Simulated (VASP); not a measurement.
Here is a VASP 6.6.1 calculation.

The input INCAR:

```
SYSTEM = RbGe6
PREC = Accurate
ENCUT = 520
EDIFF = 1E-6
ISMEAR = 0
SIGMA = 0.1
LREAL = .FALSE.
LASPH = .TRUE.
NELM = 100
ALGO = Normal
ISIF = 2
LWAVE = .FALSE.
LCHARG = .FALSE.
GGA = PE
NBANDS = 56
```

KPOINTS

```
Automatic mesh
0
G
  8 8 8
  0 0 0
```

POSCAR

```
RbGe6
1.0
   -3.5254166753      3.5254166753      3.5254166753
    3.5254166753     -3.5254166753      3.5254166753
    3.5254166753      3.5254166753     -3.5254166753
Rb Ge
1 6
Direct
    0.0000000000      0.0000000000      0.0000000000
    0.5000000000      0.7500000000      0.2500000000
    0.7500000000      0.2500000000      0.5000000000
    0.7500000000      0.5000000000      0.2500000000
    0.5000000000      0.2500000000      0.7500000000
    0.2500000000      0.7500000000      0.5000000000
    0.2500000000      0.5000000000      0.7500000000
```

Potentials or basis: VASP PAW PBE potentials, release 64 (Rb_sv, Ge_d).

Launch:

```console
$ cat potpaw_PBE.64/Rb_sv/POTCAR potpaw_PBE.64/Ge_d/POTCAR > POTCAR
$ mpirun -np 1 vasp_std > vasp.out
```

Question: Estimate the band gap on the k mesh.

Answer: Zero (an odd number of electrons rules out a gap without spin polarisation).

Question: Predict the pressure.

Answer: 3.1 GPa.

Caveat: the cell stands under pressure; an odd number of electrons without spin polarisation forces a metal; a magnetic or distorted state may lie lower.
